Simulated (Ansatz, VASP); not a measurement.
**One calculation of SnSe, two programs**

POSCAR

```
SnSe
1.0
    0.0000000000      3.0021131537      3.0021131537
    3.0021131537      0.0000000000      3.0021131537
    3.0021131537      3.0021131537      0.0000000000
Sn Se
1 1
Direct
    0.0000000000      0.0000000000      0.0000000000
    0.5000000000      0.5000000000      0.5000000000
```

Contents of INCAR.step1:

```
SYSTEM = SnSe
ALGO     = Normal         ! electronic algorithm
EDIFF    = 1E-4           ! SCF threshold, eV
ENCUT    = 520            ! plane-wave cutoff, eV
GGA      = PE             ! functional
ISMEAR   = -1             ! smearing method
LASPH    = .True.         ! aspherical terms in the spheres
LCHARG   = .False.        ! write CHGCAR
LREAL    = .False.        ! projectors in reciprocal space
LWAVE    = .True.         ! write WAVECAR
NBANDS   = 17             ! bands
NELM     = 100            ! most SCF steps
PREC     = Accurate       ! precision mode
SIGMA    = 0.02           ! smearing width, eV
```

INCAR.step2

```
SYSTEM = SnSe
ALGO     = Normal         ! electronic algorithm
EDIFF    = 1E-6           ! SCF threshold, eV
ENCUT    = 520            ! plane-wave cutoff, eV
ISIF     = 2              ! what is computed and relaxed
ISMEAR   = -1             ! smearing method
ISTART   = 1            
LASPH    = .True.         ! aspherical terms in the spheres
LCHARG   = .False.        ! write CHGCAR
LMIXTAU  = .True.       
LREAL    = .False.        ! projectors in reciprocal space
LWAVE    = .False.        ! write WAVECAR
METAGGA  = R2SCAN         ! meta-GGA
NBANDS   = 17             ! bands
NELM     = 100            ! most SCF steps
PREC     = Accurate       ! precision mode
SIGMA    = 0.02           ! smearing width, eV
```

The input KPOINTS:

```
k-points
0
Gamma
  8 8 8
  0 0 0
```

Input for Ansatz:

```yaml
crystal:
  lattice:
    - [0.0, 3.0021131537, 3.0021131537]
    - [3.0021131537, 0.0, 3.0021131537]
    - [3.0021131537, 3.0021131537, 0.0]
  atoms:
    - { symbol: Sn, position: [0.0, 0.0, 0.0] }
    - { symbol: Se, position: [0.5, 0.5, 0.5] }
kpoints:
  mp_grid: { grid: [8, 8, 8] }
  band_path:
    path:
      - [0.0, 0.0, 0.0]
      - [0.5, 0.0, 0.5]
      - [0.625, 0.25, 0.625]
      - [0.375, 0.375, 0.75]
      - [0.5, 0.5, 0.5]
      - [0.5, 0.25, 0.75]
      - [0.5, 0.475, 0.525]
      - [-0.052246, -0.051758, 0.484131]
      - [-0.057292, -0.041911, 0.479818]
    npoints: 1
hamiltonian:
  xc: r2scan
scf:
  occupations: { method: fermi_dirac, width: 0.02 }
  n_extra_bands: 4
output:
  forces: true
  stress: true
  eigenvalues: true
```

Alike in both runs: task single point; functional r2SCAN; k mesh 8 × 8 × 8; occupations fermi-dirac, width 0.02 eV; no spin polarisation.

```csv
,VASP,Ansatz
version,VASP 6.6.1,Ansatz 0.2.0
potentials or method,"VASP PAW PBE potentials, release 64 (Sn_d, Se)","plane waves, PAW"
plane-wave cutoff (eV),520,500
valence electrons in the cell,20,30
```

|  | VASP | Ansatz | Ansatz less VASP |
| --- | --- | --- | --- |
| pressure (GPa) | 0.3 | 0.3 | -0.01 |

VASP's potentials were made for PBE, not for r2SCAN. VASP's potentials hold 20 valence electrons a cell and Ansatz's 30, so a difference there can come from the potentials and not from the codes.
